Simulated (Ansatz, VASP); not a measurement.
# Two plane-wave programs on PtSeS4

```
Pt Se S
1.0
     6.52239    0.00000    0.00000
    -3.26119    5.64856    0.00000
     0.00000    0.00000    3.18385
Pt Se S
1 1 4
Cartesian
  0.0000 3.7657 0.0000
  0.0000 0.0000 0.0000
  3.2612 1.8829 0.0000
  0.0000 5.5859 1.5919
  -1.5763 2.8556 1.5919
  1.5763 2.8556 1.5919
```

Change from the starting cell: species swapped into the CePt4Rh type (P-6m2, No. 187).

Alike in both runs: functional PBE; k mesh 3 × 3 × 4; occupations gaussian, width 0.1 eV; no spin polarisation.

Ansatz relaxed the structure, and its values are those at the end. VASP's run is a single point on that final structure, the one shown.

```csv
,VASP,Ansatz
version,VASP 6.6.1,Ansatz 0.2.0
potentials or method,"VASP PAW PBE potentials, release 64 (Pt, Se, S), cutoff 520 eV","scalar-relativistic, plane waves, PAW"
valence electrons in the cell,40,58
```

```tsv
	VASP	Ansatz	Ansatz less VASP
gap on the k mesh at the Fermi level (eV)	none	none	-
pressure (GPa)	0.0	0.2	+0.17
rms of the force components (eV/Å)	0.004	0.001	-0.0036
```

A gap of «none» marks a metal or a gap that the smearing closes. The functional is the same, so the differences come from potentials, cutoffs and numerics. VASP's potentials hold 40 valence electrons a cell and Ansatz's 58, so a difference there can come from the potentials and not from the codes.

The k mesh is coarse, so the values compare programs but aren't converged. Neither program's run includes spin-orbit coupling.
